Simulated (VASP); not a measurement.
# MgO (P6_3/mmc) in VASP: dielectric tensor with PBEsol

Aim: the dielectric tensor of MgO with PBEsol.

Program: VASP 6.6.1. These are calculated values, not measurements. Logs are shortened: lines on timing, memory, paths and dates and some standing lists are left out, and cuts for length are marked.

**1. The cell of the first run**

Symmetry: P6_3/mmc, No. 194, hexagonal system. Conventional cell: a = 3.486 Å, b = 3.486 Å, c = 4.178 Å, α = 90.00°, β = 90.00°, γ = 120.00°. Within 2.7 Å of Mg (site symmetry -6m2) lie 5 O at 2.01 to 2.09 Å. Within 2.7 Å of O (site symmetry -6m2) lie 5 Mg at 2.01 to 2.09 Å.

**2. Dielectric tensor, PBEsol**

INCAR

```
SYSTEM = MgO
PREC     = Accurate       ! precision mode
ENCUT    = 520            ! plane-wave cutoff, eV
EDIFF    = 1E-8           ! SCF threshold, eV
ISMEAR   = 0              ! smearing method
SIGMA    = 0.01           ! smearing width, eV
LREAL    = .False.        ! projectors in reciprocal space
LASPH    = .True.         ! aspherical terms in the spheres
NELM     = 80             ! most SCF steps
ALGO     = Normal         ! electronic algorithm
ISIF     = 2              ! what is computed and relaxed
LWAVE    = .False.        ! write WAVECAR
LCHARG   = .False.        ! write CHGCAR
GGA      = PS             ! functional
LEPSILON = .True.         ! dielectric tensor by DFPT
```

KPOINTS

```
regular mesh
0
Gamma
  6 6 4
  0 0 0
```

POSCAR

```
MgO
1.0
    3.4863778600      0.0000000000      0.0000000000
   -1.7431889300      3.0192918000      0.0000000000
    0.0000000000      0.0000000000      4.1780412200
Mg O
2 2
Direct
    0.6666666667      0.3333333333      0.7500000000
    0.3333333333      0.6666666667      0.2500000000
    0.6666666667      0.3333333333      0.2500000000
    0.3333333333      0.6666666667      0.7500000000
```

Potentials or basis: VASP PAW PBE potentials, release 64 (Mg, O).

Launch:

```
cat potpaw_PBE.64/Mg/POTCAR potpaw_PBE.64/O/POTCAR > POTCAR
mpirun -np 1 vasp_std > vasp.out
```

OUTCAR:

```text
SYSTEM = MgO
   PREC = Accurate
   ENCUT = 520
   EDIFF = 1E-8
   ISMEAR = 0
   LREAL = .False.
   LASPH = .True.
   NELM = 80
   ISIF = 2
   GGA = PS
   LEPSILON = .True.

 ion  position               nearest neighbor table
   1  0.667  0.333  0.750-   4 2.01   4 2.01   4 2.01   3 2.09   3 2.09   2 2.90   2 2.90   2 2.90
                             2 2.90   2 2.90   2 2.90
   2  0.333  0.667  0.250-   3 2.01   3 2.01   3 2.01   4 2.09   4 2.09   1 2.90   1 2.90   1 2.90
                             1 2.90   1 2.90   1 2.90
   3  0.667  0.333  0.250-   2 2.01   2 2.01   2 2.01   1 2.09   1 2.09
   4  0.333  0.667  0.750-   1 2.01   1 2.01   1 2.01   2 2.09   2 2.09

  LATTYP: Found a hexagonal cell.
 ALAT       =     3.4863778600
 C/A-ratio  =     1.1983902456

  Lattice vectors:

 A1 = (   3.4863778600,   0.0000000000,   0.0000000000)
 A2 = (  -1.7431889300,   3.0192918000,   0.0000000000)
 A3 = (   0.0000000000,   0.0000000000,   4.1780412200)

Analysis of symmetry for initial positions (statically):
=====================================================================
 Subroutine PRICEL returns:
 Original cell was already a primitive cell.

 Routine SETGRP: Setting up the symmetry group for a
 hexagonal supercell.

 Subroutine GETGRP returns: Found 24 space group operations
 (whereof 12 operations were pure point group operations)
 out of a pool of 24 trial point group operations.

The static configuration has the point symmetry D_3d.
 The point group associated with its full space group is D_6h.

Analysis of symmetry for dynamics (positions and initial velocities):
=====================================================================
 Subroutine PRICEL returns:
 Original cell was already a primitive cell.

 Routine SETGRP: Setting up the symmetry group for a
 hexagonal supercell.

 Subroutine GETGRP returns: Found 24 space group operations
 (whereof 12 operations were pure point group operations)
 out of a pool of 24 trial point group operations.

The dynamic configuration has the point symmetry D_3d.
 The point group associated with its full space group is D_6h.

 Subroutine INISYM returns: Found 24 space group operations
 (whereof 12 operations are pure point group operations),
 and found     1 'primitive' translations

----------------------------------------------------------------------------------------

                                     Primitive cell

  volume of cell :      43.9797

  direct lattice vectors                    reciprocal lattice vectors
     3.486377860  0.000000000  0.000000000     0.286830642  0.165601748  0.000000000
    -1.743188930  3.019291800  0.000000000     0.000000000  0.331203496  0.000000000
     0.000000000  0.000000000  4.178041220     0.000000000  0.000000000  0.239346609

  length of vectors
     3.486377860  3.486377865  4.178041220     0.331203497  0.331203496  0.239346609

  position of ions in fractional coordinates (direct lattice)
     0.666666667  0.333333333  0.750000000
     0.333333333  0.666666667  0.250000000
     0.666666667  0.333333333  0.250000000
     0.333333333  0.666666667  0.750000000

  ion indices of the primitive-cell ions
   primitive index   ion index
                 1           1
                 2           2
                 3           3
                 4           4

----------------------------------------------------------------------------------------

 KPOINTS: regular mesh

Automatic generation of k-mesh.
 Grid dimensions read from file:
 generate k-points for:    6    6    4

 Generating k-lattice:

  Cartesian coordinates                     Fractional coordinates (reciprocal lattice)
     0.047805107  0.027600291  0.000000000     0.166666667  0.000000000  0.000000000
     0.000000000  0.055200583  0.000000000     0.000000000  0.166666667  0.000000000
[... 99 lines left out ...]
 val. band max:        1.8829236954   @ k =   0.0000   0.0000   0.0000
 cond. band min:       5.1968214140   @ k =   0.0000   0.0000   0.0000
 fundamental gap:      3.3138977186
 Fermi energy:         1.9246256798

 k-point     1 :       0.0000    0.0000    0.0000
  band No.  band energies     occupation
      1     -14.9878      2.00000
      2     -13.5560      2.00000
      3      -1.8112      2.00000
      4       0.1269      2.00000
      5       0.1269      2.00000
      6       1.0704      2.00000
      7       1.0704      2.00000
      8       1.8829      2.00000
      9       5.1968      0.00000
     10      11.2721      0.00000
     11      13.9888      0.00000
     12      14.2955      0.00000
[... 286 lines left out ...]
 k-point    21 :       0.3333    0.3333    0.5000
  band No.  band energies     occupation
      1     -13.9450      2.00000
      2     -13.9450      2.00000
      3      -1.7593      2.00000
      4      -1.7593      2.00000
      5      -0.6421      2.00000
      6      -0.6421      2.00000
      7       1.4983      2.00000
      8       1.4983      2.00000
      9       9.8752      0.00000
     10       9.8752      0.00000
     11      12.6430      0.00000
     12      12.6430      0.00000

  FORCE on cell =-STRESS in cart. coord.  units (eV):
  Direction    XX          YY          ZZ          XY          YZ          ZX
  --------------------------------------------------------------------------------------
  -------------------------------------------------------------------------------------
  Total        0.1818361      0.1818361      0.2610136      0.0000000      0.0000000      0.0000000
  in kB        6.6242754      6.6242754      9.5087078      0.0000000      0.0000000      0.0000000
  external PRESSURE =       7.5857529 kB  Pullay stress =       0.0000000 kB

 VOLUME and BASIS-vectors are now :
 -----------------------------------------------------------------------------
  energy-cutoff  :      520.00
  volume of cell :       43.98
      direct lattice vectors                 reciprocal lattice vectors
     3.486377860  0.000000000  0.000000000     0.286830642  0.165601748  0.000000000
    -1.743188930  3.019291800  0.000000000     0.000000000  0.331203496  0.000000000
     0.000000000  0.000000000  4.178041220     0.000000000  0.000000000  0.239346609

 POSITION                                       TOTAL-FORCE (eV/Angst)
 -----------------------------------------------------------------------------------
      1.74319      1.00643      3.13353         0.000000     -0.000000      0.000000
     -0.00000      2.01286      1.04451        -0.000000      0.000000      0.000000
      1.74319      1.00643      1.04451        -0.000000     -0.000000      0.000000
     -0.00000      2.01286      3.13353         0.000000      0.000000      0.000000
 -----------------------------------------------------------------------------------
    total drift:                                0.000000     -0.000000      0.000000

  FREE ENERGIE OF THE ION-ELECTRON SYSTEM (eV)
  ---------------------------------------------------
  free  energy   TOTEN  =       -24.7580879533 eV

  energy  without entropy=      -24.7580879533  energy(sigma->0) =      -24.75808795

 HEAD OF MICROSCOPIC STATIC DIELECTRIC TENSOR (INDEPENDENT PARTICLE, excluding Hartree and local field effects)
 ------------------------------------------------------
           3.112743     0.000000     0.000000
          -0.000000     3.112743    -0.000000
          -0.000000    -0.000000     3.080193
 ------------------------------------------------------

 Free energy of the ion-electron system (eV)
  ---------------------------------------------------
  ---------------------------------------------------
  free energy    TOTEN  =        -0.26715871 eV

  energy without entropy =       -0.26715871

------------------------ aborting loop because EDIFF is reached ----------------------------------------

--------------------------------------- Ionic step        2  -------------------------------------------

------------------------ aborting loop because EDIFF is reached ----------------------------------------

--------------------------------------- Ionic step        3  -------------------------------------------

 Free energy of the ion-electron system (eV)
  ---------------------------------------------------
  ---------------------------------------------------
  free energy    TOTEN  =        -0.26569004 eV

  energy without entropy =       -0.26569004

------------------------ aborting loop because EDIFF is reached ----------------------------------------

 PIEZOELECTRIC TENSOR FIELD DIRECTION 3  (e Angst)
 -----------------------------------------------------------------------------
     0.00023 -0.00000  0.00000           (  0.00000 -0.00000 -0.00000)
     0.00000  0.00023 -0.00000           (  0.00000  0.00000  0.00000)
    -0.00000  0.00000 -0.00045           ( -0.00000  0.00000 -0.00002)

 PIEZOELECTRIC TENSOR FIELD DIRECTION 3  (C/m^2)
 -----------------------------------------------------------------------------
     0.00008 -0.00000  0.00000
     0.00000  0.00008 -0.00000
    -0.00000  0.00000 -0.00016

 MACROSCOPIC STATIC DIELECTRIC TENSOR (including local field effects in DFT)
 ------------------------------------------------------
           2.994445     0.000000     0.000000
           0.000000     2.994445    -0.000000
           0.000000    -0.000000     3.013681
 ------------------------------------------------------

 PIEZOELECTRIC TENSOR (including local field effects)  for field in x, y, z        (e  Angst)
          XX          YY          ZZ          XY          YZ          ZX
  --------------------------------------------------------------------------------
  x     0.00000     0.00000     0.00000     0.00000     0.00000     0.00000
  y     0.00000     0.00000     0.00000     0.00000     0.00000     0.00000
  z     0.00000     0.00000     0.00000     0.00000     0.00000     0.00000

 PIEZOELECTRIC TENSOR (including local field effects)  for field in x, y, z        (C/m^2)
          XX          YY          ZZ          XY          YZ          ZX
  --------------------------------------------------------------------------------
  x     0.00000     0.00000     0.00000     0.00000     0.00000     0.00000
  y     0.00000     0.00000     0.00000     0.00000     0.00000     0.00000
  z     0.00000     0.00000     0.00000     0.00000     0.00000     0.00000

 BORN EFFECTIVE CHARGES (including local field effects) (in |e|, cummulative output)
 ---------------------------------------------------------------------------------
 ion    1
    1     1.76750     0.00000     0.00000
    2     0.00000     1.76750     0.00000
    3    -0.00000    -0.00000     1.99375
 ion    2
    1     1.76750     0.00000     0.00000
    2     0.00000     1.76750     0.00000
    3    -0.00000    -0.00000     1.99375
 ion    3
    1    -1.76750     0.00000     0.00000
    2     0.00000    -1.76750     0.00000
    3     0.00000     0.00000    -1.99375
 ion    4
    1    -1.76750     0.00000     0.00000
    2     0.00000    -1.76750     0.00000
    3     0.00000    -0.00000    -1.99375
```

Wall time 1.7 min (1 thread of AMD EPYC 7R13 (Zen 3), shared host); peak memory 0.18 GiB.

Results:

```yaml
Band_gap_on_the_k_mesh: 3.31 eV, direct
Electronic_dielectric_tensor_diagonal: 2.99, 2.99, 3.01
Born_charges_mean_of_the_diagonal: Mg +1.84; O -1.84 e
```

Electronic dielectric tensor:
```
2.99 0.00 0.00
0.00 2.99 0.00
0.00 0.00 3.01
```

Born effective charge tensors (e):
atom 1, Mg
```
1.77 0.00 0.00
0.00 1.77 0.00
0.00 0.00 1.99
```
atom 2, Mg
```
1.77 0.00 0.00
0.00 1.77 0.00
0.00 0.00 1.99
```
atom 3, O
```
-1.77  0.00  0.00
 0.00 -1.77  0.00
 0.00  0.00 -1.99
```
atom 4, O
```
-1.77  0.00  0.00
 0.00 -1.77  0.00
 0.00  0.00 -1.99
```

Caveat: the PAW data sets were made with another functional, which shifts forces and pressure a little.
